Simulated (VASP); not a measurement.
# Hg3Sb3Pb (Pm-3m) in VASP: single point with PBE

Aim: the single point of Hg3Sb3Pb with PBE.

Everything below comes from runs of VASP 6.6.1. Logs are shortened: lines on timing, memory, paths and dates and some standing lists are left out, and cuts for length are marked.

## (1) The cell of the first run

Symmetry: Pm-3m, No. 221, cubic system. Conventional cell: a = 5.959 Å, b = 5.959 Å, c = 5.959 Å, α = 90.00°, β = 90.00°, γ = 90.00°. Hg (site symmetry 4/mmm) has 4 Sb at 2.98 Å within 3.9 Å. Sb (site symmetry 4/mmm) has 4 Hg at 2.98 Å and 2 Pb at 2.98 Å within 3.9 Å. Within 3.9 Å of Pb (site symmetry m-3m) lie 6 Sb at 2.98 Å.

The cell was built from a structure type or drawn by symmetry, and may not be a known phase.

## (2) Single point, PBE

Input file INCAR:

```
ALGO = Fast ; EDIFF = 1E-6
ENCUT = 520 ; GGA = PE
ISIF = 2 ; ISMEAR = 0
LASPH = True ; LCHARG = False
LREAL = False ; LWAVE = False
NBANDS = 42 ; NELM = 60
PREC = Accurate ; SIGMA = 0.1
```

Input file KPOINTS:

```
k-points
0
Gamma
  4 4 4
```

Input file POSCAR:

```
Hg3Sb3Pb
1.0
    5.9592354300      0.0000000000      0.0000000000
    0.0000000000      5.9592354300      0.0000000000
    0.0000000000      0.0000000000      5.9592354300
Hg Sb Pb
3 3 1
Direct
    0.5000000000      0.0000000000      0.0000000000
    0.0000000000      0.5000000000      0.0000000000
    0.0000000000      0.0000000000      0.5000000000
    0.5000000000      0.5000000000      0.0000000000
    0.0000000000      0.5000000000      0.5000000000
    0.5000000000      0.0000000000      0.5000000000
    0.5000000000      0.5000000000      0.5000000000
```

Potentials or basis: VASP PAW PBE potentials, release 64 (Hg, Sb, Pb_d).

Run with:

```console
cat potpaw_PBE.64/Hg/POTCAR potpaw_PBE.64/Sb/POTCAR potpaw_PBE.64/Pb_d/POTCAR > POTCAR
mpirun -np 1 vasp_std > vasp.out
```

OUTCAR:

```text
EDIFF = 1E-6
   ENCUT = 520
   GGA = PE
   ISIF = 2
   ISMEAR = 0
   LASPH = True
   LREAL = False
   NELM = 60
   PREC = Accurate

 ion  position               nearest neighbor table
   1  0.500  0.000  0.000-   4 2.98   6 2.98   6 2.98   4 2.98
   2  0.000  0.500  0.000-   4 2.98   5 2.98   5 2.98   4 2.98
   3  0.000  0.000  0.500-   5 2.98   6 2.98   5 2.98   6 2.98
   4  0.500  0.500  0.000-   1 2.98   2 2.98   7 2.98   7 2.98   1 2.98   2 2.98
   5  0.000  0.500  0.500-   2 2.98   3 2.98   7 2.98   2 2.98   3 2.98   7 2.98
   6  0.500  0.000  0.500-   1 2.98   3 2.98   7 2.98   1 2.98   7 2.98   3 2.98
   7  0.500  0.500  0.500-   4 2.98   5 2.98   6 2.98   4 2.98   6 2.98   5 2.98

  LATTYP: Found a simple cubic cell.
 ALAT       =     5.9592354300

  Lattice vectors:

 A1 = (   5.9592354300,   0.0000000000,   0.0000000000)
 A2 = (   0.0000000000,   5.9592354300,   0.0000000000)
 A3 = (   0.0000000000,   0.0000000000,   5.9592354300)

Analysis of symmetry for initial positions (statically):
=====================================================================
 Subroutine PRICEL returns:
 Original cell was already a primitive cell.

 Routine SETGRP: Setting up the symmetry group for a
 simple cubic supercell.

 Subroutine GETGRP returns: Found 48 space group operations
 (whereof 48 operations were pure point group operations)
 out of a pool of 48 trial point group operations.

The static configuration has the point symmetry O_h .

Analysis of symmetry for dynamics (positions and initial velocities):
=====================================================================
 Subroutine PRICEL returns:
 Original cell was already a primitive cell.

 Routine SETGRP: Setting up the symmetry group for a
 simple cubic supercell.

 Subroutine GETGRP returns: Found 48 space group operations
 (whereof 48 operations were pure point group operations)
 out of a pool of 48 trial point group operations.

The dynamic configuration has the point symmetry O_h .

 Subroutine INISYM returns: Found 48 space group operations
 (whereof 48 operations are pure point group operations),
 and found     1 'primitive' translations

----------------------------------------------------------------------------------------

                                     Primitive cell

  volume of cell :     211.6273

  direct lattice vectors                    reciprocal lattice vectors
     5.959235430  0.000000000  0.000000000     0.167806762  0.000000000  0.000000000
     0.000000000  5.959235430  0.000000000     0.000000000  0.167806762  0.000000000
     0.000000000  0.000000000  5.959235430     0.000000000  0.000000000  0.167806762

  length of vectors
     5.959235430  5.959235430  5.959235430     0.167806762  0.167806762  0.167806762

  position of ions in fractional coordinates (direct lattice)
     0.500000000  0.000000000  0.000000000
     0.000000000  0.500000000  0.000000000
     0.000000000  0.000000000  0.500000000
     0.500000000  0.500000000  0.000000000
     0.000000000  0.500000000  0.500000000
     0.500000000  0.000000000  0.500000000
     0.500000000  0.500000000  0.500000000

  ion indices of the primitive-cell ions
   primitive index   ion index
                 1           1
                 2           2
                 3           3
                 4           4
                 5           5
                 6           6
                 7           7

----------------------------------------------------------------------------------------

 KPOINTS: k-points

Automatic generation of k-mesh.
 Grid dimensions read from file:
 generate k-points for:    4    4    4

 Generating k-lattice:

  Cartesian coordinates                     Fractional coordinates (reciprocal lattice)
     0.041951690  0.000000000  0.000000000     0.250000000  0.000000000  0.000000000
     0.000000000  0.041951690  0.000000000     0.000000000  0.250000000  0.000000000
     0.000000000  0.000000000  0.041951690     0.000000000  0.000000000  0.250000000

  Length of vectors
     0.041951690  0.041951690  0.041951690

  Shift w.r.t. Gamma in fractional coordinates (k-lattice)
     0.000000000  0.000000000  0.000000000

 Subroutine IBZKPT returns following result:
 ===========================================

 Found     10 irreducible k-points:

 Following reciprocal coordinates:
            Coordinates               Weight
  0.000000  0.000000  0.000000      1.000000
  0.250000  0.000000  0.000000      6.000000
  0.500000  0.000000  0.000000      3.000000
  0.250000  0.250000  0.000000     12.000000
  0.500000  0.250000  0.000000     12.000000
  0.500000  0.500000  0.000000      3.000000
  0.250000  0.250000  0.250000      8.000000
  0.500000  0.250000  0.250000     12.000000
  0.500000  0.500000  0.250000      6.000000
  0.500000  0.500000  0.500000      1.000000
   k-points           NKPTS =     10   k-points in BZ     NKDIM =     10   number of bands    NBANDS=     42
   number of dos      NEDOS =    301   number of ions     NIONS =      7
   total plane-waves  NPLWV = 110592
   dimension x,y,z NGX =    48 NGY =   48 NGZ =   48
   dimension x,y,z NGXF=    96 NGYF=   96 NGZF=   96
   ions per type =               3   3   1
   NGX,Y,Z   is equivalent  to a cutoff of  13.39, 13.39, 13.39 a.u.
   NGXF,Y,Z  is equivalent  to a cutoff of  26.78, 26.78, 26.78 a.u.
 SYSTEM =  unknown system
   PREC   = accura    normal or accurate (medium, high low for compatibility)
   ISTART =      0    job   : 0-new  1-cont  2-samecut
   ICHARG =      2    charge: 1-file 2-atom 10-const
   ISPIN  =      1    spin polarized calculation?
   LNONCOLLINEAR =      F non collinear calculations
   LSORBIT =      F    spin-orbit coupling
   LASPH  =      T    aspherical Exc in radial PAW
   ENCUT  =  520.0 eV  38.22 Ry    6.18 a.u.  11.08 11.08 11.08*2*pi/ulx,y,z
   NELM   =     60;   NELMIN=  2; NELMDL= -5     # of ELM steps
   EDIFF  = 0.1E-05   stopping-criterion for ELM
   LREAL  =      F    real-space projection
   EDIFFG = 0.1E-04   stopping-criterion for IOM
   NSW    =      0    number of steps for IOM
   IBRION =     -1    ionic relax: 0-MD 1-quasi-New 2-CG
   NFREE  =      0    steps in history (QN), initial steepest desc. (CG)
   ISIF   =      2    stress and relaxation
   ISYM   =      2    0-nonsym 1-usesym 2-fastsym
   POTIM  = 0.5000    time-step for ionic-motion
   TEBEG  =    0.0;   TEEND  =   0.0 temperature during run
   PSTRESS=    0.0 pullay stress
   NELECT =      65.0000    total number of electrons
   NUPDOWN=      -1.0000    fix difference up-down
   EMIN   =  10.00;   EMAX   =-10.00  energy-range for DOS
   EFERMI =   0.00;   METHOD = LEGACY
   ISMEAR =     0;   SIGMA  =   0.10  broadening in eV -4-tet -1-fermi 0-gaus
   EFERMI_NEDOS =   21; number of points for ismear=-14 and -15
   IALGO  =     68    algorithm
   IMIX   =      4    mixing-type and parameters
     AMIX     =   0.40;   BMIX     =  1.00
     AMIX_MAG =   1.60;   BMIX_MAG =  1.00
  volume/ion in A,a.u.               =      30.23       204.02
  Fermi-wavevector in a.u.,A,eV,Ry     =   1.104559  2.087313 16.599782  1.220050
  Thomas-Fermi vector in A             =   2.241033
   LORBIT       =      0    0 simple, 1 ext, 2 COOP (PROOUT), +10 PAW based schemes
   GGA     = PE    functional components
   LHFCALC =     F    Hartree Fock is set to
   AEXX    =    0.0000 exact exchange contribution
   IVDW    =     0    specifies the selected vdW correction
   LEPSILON=     F    determine dielectric tensor
   LRPA    =     F    only Hartree local field effects (RPA)
 non-spin polarized calculation
 RMM-DIIS sequential band-by-band and
 Gauss-broadening in eV      SIGMA  =   0.10
  energy-cutoff  :      520.00
  volume of cell :      211.63
 maximum number of plane-waves:      5832
 NGX is ok and might be reduce to    48
   NGX = 23   NGY = 23   NGZ = 23

 number of electron      64.9999990 magnetization

 Free energy of the ion-electron system (eV)
  ---------------------------------------------------
  ext. energy  EPLUGINS =         0.00000000
  ---------------------------------------------------
  free energy    TOTEN  =       -15.10526611 eV

  energy without entropy =      -15.09415675  energy(sigma->0) =      -15.09971143

 E-fermi :   4.7600     XC(G=0):  -9.4713

 val. band max:        4.6843515083   @ k =   0.5000   0.5000   0.2500
 cond. band min:       4.7856292327   @ k =   0.5000   0.0000   0.0000
 fundamental gap:      0.1012777244
 Fermi energy:         4.7599886623

 k-point     1 :       0.0000    0.0000    0.0000
  band No.  band energies     occupation
      1     -12.8830      2.00000
      2     -12.8830      2.00000
      3     -12.7734      2.00000
      4     -12.7734      2.00000
      5     -12.7734      2.00000
      6      -7.3159      2.00000
[... 34 lines left out ...]
     41       9.0141      0.00000
     42       9.0141      0.00000

 k-point     2 :       0.2500    0.0000    0.0000
  band No.  band energies     occupation
      1     -12.8828      2.00000
      2     -12.8796      2.00000
      3     -12.7744      2.00000
      4     -12.7744      2.00000
      5     -12.7734      2.00000
      6      -7.1138      2.00000
[... 34 lines left out ...]
     41       9.1128      0.00000
     42       9.9157      0.00000

 k-point     3 :       0.5000    0.0000    0.0000
  band No.  band energies     occupation
      1     -12.8825      2.00000
      2     -12.8760      2.00000
      3     -12.7753      2.00000
      4     -12.7753      2.00000
      5     -12.7734      2.00000
      6      -6.7995      2.00000
[... 34 lines left out ...]
     41       9.2421      0.00000
     42       9.7974      0.00000

 k-point     4 :       0.2500    0.2500    0.0000
  band No.  band energies     occupation
      1     -12.8810      2.00000
      2     -12.8777      2.00000
      3     -12.7754      2.00000
      4     -12.7744      2.00000
      5     -12.7744      2.00000
      6      -6.9067      2.00000
[... 34 lines left out ...]
     41       9.8179      0.00000
     42       9.9503      0.00000

 k-point     5 :       0.5000    0.2500    0.0000
  band No.  band energies     occupation
      1     -12.8804      2.00000
      2     -12.8746      2.00000
      3     -12.7764      2.00000
      4     -12.7753      2.00000
      5     -12.7744      2.00000
      6      -6.5756      2.00000
[... 34 lines left out ...]
     41       9.1626      0.00000
     42       9.8681      0.00000

 k-point     6 :       0.5000    0.5000    0.0000
  band No.  band energies     occupation
      1     -12.8792      2.00000
      2     -12.8723      2.00000
      3     -12.7776      2.00000
      4     -12.7753      2.00000
      5     -12.7753      2.00000
      6      -6.1758      2.00000
[... 34 lines left out ...]
     41       8.5459      0.00000
     42       8.5463      0.00000

 k-point     7 :       0.2500    0.2500    0.2500
  band No.  band energies     occupation
      1     -12.8776      2.00000
      2     -12.8776      2.00000
      3     -12.7754      2.00000
      4     -12.7754      2.00000
      5     -12.7754      2.00000
      6      -6.6955      2.00000
[... 34 lines left out ...]
     41       9.2513      0.00000
     42       9.2513      0.00000

 k-point     8 :       0.5000    0.2500    0.2500
  band No.  band energies     occupation
      1     -12.8775      2.00000
      2     -12.8741      2.00000
      3     -12.7764      2.00000
      4     -12.7764      2.00000
      5     -12.7754      2.00000
      6      -6.3491      2.00000
[... 34 lines left out ...]
     41       8.8215      0.00000
     42       9.1295      0.00000

 k-point     9 :       0.5000    0.5000    0.2500
  band No.  band energies     occupation
      1     -12.8758      2.00000
      2     -12.8723      2.00000
      3     -12.7776      2.00000
      4     -12.7764      2.00000
      5     -12.7764      2.00000
      6      -5.9332      2.00000
[... 34 lines left out ...]
     41       8.4584      0.00000
     42       8.7480      0.00000

 k-point    10 :       0.5000    0.5000    0.5000
  band No.  band energies     occupation
      1     -12.8724      2.00000
      2     -12.8724      2.00000
      3     -12.7776      2.00000
      4     -12.7776      2.00000
      5     -12.7776      2.00000
      6      -5.3746      2.00000
[... 34 lines left out ...]
     41       8.4573      0.00000
     42       8.4643      0.00000

------------------------ aborting loop because EDIFF is reached ----------------------------------------

  FORCE on cell =-STRESS in cart. coord.  units (eV):
  Direction    XX          YY          ZZ          XY          YZ          ZX
  --------------------------------------------------------------------------------------
  -------------------------------------------------------------------------------------
  Total        4.1037293      4.1037293      4.1037293     -0.0000000     -0.0000000     -0.0000000
  in kB       31.0683117     31.0683117     31.0683117     -0.0000000     -0.0000000     -0.0000000
  external PRESSURE =      31.0683117 kB  Pullay stress =       0.0000000 kB

 VOLUME and BASIS-vectors are now :
 -----------------------------------------------------------------------------
  energy-cutoff  :      520.00
  volume of cell :      211.63
      direct lattice vectors                 reciprocal lattice vectors
     5.959235430  0.000000000  0.000000000     0.167806762  0.000000000  0.000000000
     0.000000000  5.959235430  0.000000000     0.000000000  0.167806762  0.000000000
     0.000000000  0.000000000  5.959235430     0.000000000  0.000000000  0.167806762

 POSITION                                       TOTAL-FORCE (eV/Angst)
 -----------------------------------------------------------------------------------
      2.97962      0.00000      0.00000         0.000000      0.000000      0.000000
      0.00000      2.97962      0.00000         0.000000      0.000000      0.000000
      0.00000      0.00000      2.97962         0.000000      0.000000      0.000000
      2.97962      2.97962      0.00000         0.000000      0.000000      0.000000
      0.00000      2.97962      2.97962         0.000000      0.000000      0.000000
      2.97962      0.00000      2.97962         0.000000      0.000000      0.000000
      2.97962      2.97962      2.97962         0.000000      0.000000      0.000000
 -----------------------------------------------------------------------------------
    total drift:                                0.000000      0.000000      0.000000

  FREE ENERGIE OF THE ION-ELECTRON SYSTEM (eV)
  ---------------------------------------------------
  free  energy   TOTEN  =       -15.1052661137 eV

  energy  without entropy=      -15.0941567549  energy(sigma->0) =      -15.09971143
```

Wall time 99 s (1 thread of AMD EPYC 7R13 (Zen 3), shared host); peak memory 0.34 GiB.

Results:

```
Free energy            : -15.1053 eV
Pressure               : 3.1 GPa
Band gap on the k mesh : zero (an odd number of electrons rules out a gap without spin polarisation)
```

Caveat: the cell stands under pressure; spin-orbit coupling is left out, which moves the levels of the heavy elements.
